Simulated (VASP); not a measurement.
Write the native input for VASP 6.6.1 that does the following.

- Task: relaxation of cell and atoms
- Functional: LDA
- Potentials or basis: VASP PAW LDA potentials, release 64 (Sn_d, Se)
- Cutoff: 600 eV
- k mesh: 6 × 6 × 6
- Occupations: fermi-dirac, width 0.02 eV
- Spin: no spin polarisation
- Dipole correction: no
- Further INCAR settings: ALGO = Normal; EDIFF = 1e-07; IBRION = 2; EDIFFG = -0.005; NSW = 80; ISIF = 3

The structure of SnSe lies in POSCAR:

```
SnSe
1.0
    0.0000000000      3.3891331749      3.3891331749
    3.3891331749      0.0000000000      3.3891331749
    3.3891331749      3.3891331749      0.0000000000
Sn Se
1 1
Direct
    0.0000000000      0.0000000000      0.0000000000
    0.2500000000      0.2500000000      0.2500000000
```

The input as run:

INCAR

```
  PREC = Accurate
  ENCUT = 600
  EDIFF = 1E-7
  ISMEAR = -1
  SIGMA = 0.02
  LREAL = F
  LASPH = T
  NELM = 60
  ALGO = Normal
  ISIF = 3
  LWAVE = F
  LCHARG = F
  IBRION = 2
  NSW = 80
  EDIFFG = -0.005
```

KPOINTS

```
Automatic mesh
0
Gamma
  6 6 6
```

Potentials or basis: VASP PAW LDA potentials, release 64 (Sn_d, Se).

The run is started by

```console
$ cat potpaw_LDA.64/Sn_d/POTCAR potpaw_LDA.64/Se/POTCAR > POTCAR
$ mpirun -np 1 vasp_std > vasp.out
```

Results of the run:

```yaml
Relaxed_volume: 35.72 Å³/atom
Relaxed_cell: a = 4.658 Å, b = 4.658 Å, c = 4.658 Å, α = 60.00°, β = 60.00°, γ = 60.00°
Space_group_after_relaxing_to_0.05_Å: F-43m (No. 216)
Energy_gained_by_relaxing: 27.5 meV/atom
Ionic_steps: 3
Pressure_after_relaxing: 0.0 GPa
Band_gap_on_the_k_mesh: zero (band 10 reaches 3.25 eV, above the bottom of band 11 at 3.11 eV)
```

Caveat: spin-orbit coupling is left out, which moves the levels of the heavy elements.

Wall time 57 s on 1 thread of Intel(R) Xeon(R) Platinum 8488C (Sapphire Rapids) (shared host), peak memory 0.21 GiB.
